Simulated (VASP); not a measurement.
Here is a VASP 6.6.1 calculation.

File INCAR:

```
PREC     = Accurate       # precision mode
ENCUT    = 500            # plane-wave cutoff, eV
EDIFF    = 1E-6           # SCF threshold, eV
ISMEAR   = -1             # smearing method
SIGMA    = 0.05           # smearing width, eV
LREAL    = False          # projectors in reciprocal space
LASPH    = True           # aspherical terms in the spheres
NELM     = 120            # most SCF steps
ALGO     = Normal         # electronic algorithm
ISIF     = 2              # what is computed and relaxed
LWAVE    = False          # write WAVECAR
LCHARG   = False          # write CHGCAR
GGA      = B5             # functional
ALDAX    = 1.0          
AGGAX    = 1.0          
AGGAC    = 1.0          
ALDAC    = 0.0          
IVDW     = 12             # dispersion correction
VDW_S6   = 1.0          
VDW_S8   = 2.6996       
VDW_A1   = 0.4298       
VDW_A2   = 4.2359       
NBANDS   = 14             # bands
GGA_COMPAT= False
```

The input KPOINTS:

```
regular mesh
0
Gamma
  12 12 12
```

Contents of POSCAR:

```
Ir
1.0
    0.0000000000      1.9293449310      1.9293449310
    1.9293449310      0.0000000000      1.9293449310
    1.9293449310      1.9293449310      0.0000000000
Ir
1
Direct
    0.0000000000      0.0000000000      0.0000000000
```

Potentials or basis: VASP PAW PBE potentials, release 64 (Ir_sv_GW).

Command:

```console
$ cat potpaw_PBE.64/Ir_sv_GW/POTCAR > POTCAR
$ mpirun -np 1 vasp_std > vasp.out
```

Task: Estimate the dispersion energy per atom.

Result: -1.699 eV.

Task: Predict the pressure.

Result: -1.3 GPa.

Caveat: the PAW data sets were made with another functional, which shifts forces and pressure a little; pairwise dispersion overbinds metals, which lowers pressure and volume.
